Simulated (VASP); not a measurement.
Wanted: the native input for a VASP 6.6.1 run.

* Task: single point
* Functional: PBEsol
* Potentials or basis: VASP PAW PBE potentials, release 64 (Y_sv)
* Cutoff: 520 eV
* k mesh: 16 × 16 × 16
* Occupations: gaussian, width 0.15 eV
* Spin: no spin polarisation
* Dipole correction: no
* Further INCAR settings: ALGO = Fast; EDIFF = 1e-07; NBANDS = 12

The structure of Y lies in POSCAR:

```
Y
1.0
    0.0000000000      2.6838000000      2.4850000000
    2.6838000000      0.0000000000      2.4850000000
    2.6838000000      2.6838000000      0.0000000000
Y
1
Direct
    0.0000000000      0.0000000000      0.0000000000
```

This cell differs from its parent crystal: strain +0.080 along x and y, +0.000 along z.

These files were run (other wordings do the same):

INCAR

```
PREC     = Accurate       # precision mode
ENCUT    = 520            # plane-wave cutoff, eV
EDIFF    = 1E-7           # SCF threshold, eV
ISMEAR   = 0              # smearing method
SIGMA    = 0.15           # smearing width, eV
LREAL    = F              # projectors in reciprocal space
LASPH    = T              # aspherical terms in the spheres
NELM     = 80             # most SCF steps
ALGO     = Fast           # electronic algorithm
ISIF     = 2              # what is computed and relaxed
LWAVE    = F              # write WAVECAR
LCHARG   = F              # write CHGCAR
GGA      = PS             # functional
NBANDS   = 12             # bands
```

KPOINTS

```
Automatic mesh
0
Gamma
  16 16 16
```

Potentials or basis: VASP PAW PBE potentials, release 64 (Y_sv).

Command:

```sh
$ cat potpaw_PBE.64/Y_sv/POTCAR > POTCAR
$ mpirun -np 1 vasp_std > vasp.out
```

It gave:

- Pressure: -4.9 GPa
- Band gap on the k mesh: zero (an odd number of electrons rules out a gap without spin polarisation)

Caveat: the cell differs from its parent crystal (strain +0.080 along x and y, +0.000 along z); the cell stands under tension; the PAW data sets were made with another functional, which shifts forces and pressure a little.

Wall time 80 s on 1 thread of Intel(R) Xeon(R) 6975P-C (Granite Rapids) (shared host), peak memory 0.3 GiB.
